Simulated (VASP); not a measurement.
## Ru3Pb2Se2: single point with PBEsol

The system is Ru3Pb2Se2.

```
Ru Se Pb
1.0
     2.85636    4.94735    0.00000
    -2.85636    4.94735    0.00000
     0.00000   -3.29824    4.84341
Ru Se Pb
3 2 2
Direct
  0.00000 0.00000 0.50000
  0.50000 0.00000 0.50000
  0.00000 0.50000 0.50000
  0.28090 0.28090 0.84270
  0.71910 0.71910 0.15730
  0.50000 0.50000 0.50000
  0.00000 0.00000 0.00000
```

```
Program             : VASP 6.6.1
Task                : single point
Functional          : PBEsol
Potentials or basis : VASP PAW PBE potentials, release 64 (Ru_pv, Se, Pb_d)
Cutoff              : 520 eV
k mesh              : 4 × 4 × 4
Occupations         : fermi-dirac, width 0.0116 eV
Spin                : no spin polarisation
```

* Pressure: 2.4 GPa
* Largest force: 2.375 eV/Å
* Band gap on the k mesh: zero (bands 41 and 42 overlap by 0.45 eV)

Forces on the atoms (eV/Å):
```
Ru   0.000  0.000  0.000
Ru   0.000  0.000  0.000
Ru   0.000  0.000  0.000
Se   0.000  0.000  2.375
Se   0.000  0.000 -2.375
Pb   0.000  0.000  0.000
Pb   0.000  0.000  0.000
```

Stress tensor (GPa, compression positive):
```
2.07 0.00 0.00
0.00 2.07 0.00
0.00 0.00 2.91
```

Levels at points of the mesh, in eV from the Fermi level:
```tsv
k point	band 38	band 39	band 40	band 41	band 42	band 43	band 44	band 45
(0.00, 0.00, 0.00)	-0.61	-0.61	-0.22	-0.14	-0.14	0.45	1.50	1.57
(0.50, 0.00, 0.00)	-0.54	-0.52	-0.23	-0.06	0.21	0.59	0.83	2.18
(0.50, 0.50, 0.00)	-0.48	-0.40	-0.33	-0.25	-0.21	1.09	1.34	1.74
(0.00, 0.00, 0.50)	-0.27	-0.21	-0.21	0.25	0.25	1.49	1.60	2.03
```

Run time: 2.5 min on 1 thread of Intel Xeon 8259CL, on a shared host, peak memory 0.32 GiB.

Caveat: the PAW data sets were made with another functional, which shifts forces and pressure a little; spin-orbit coupling is left out, which moves the levels of the heavy elements.
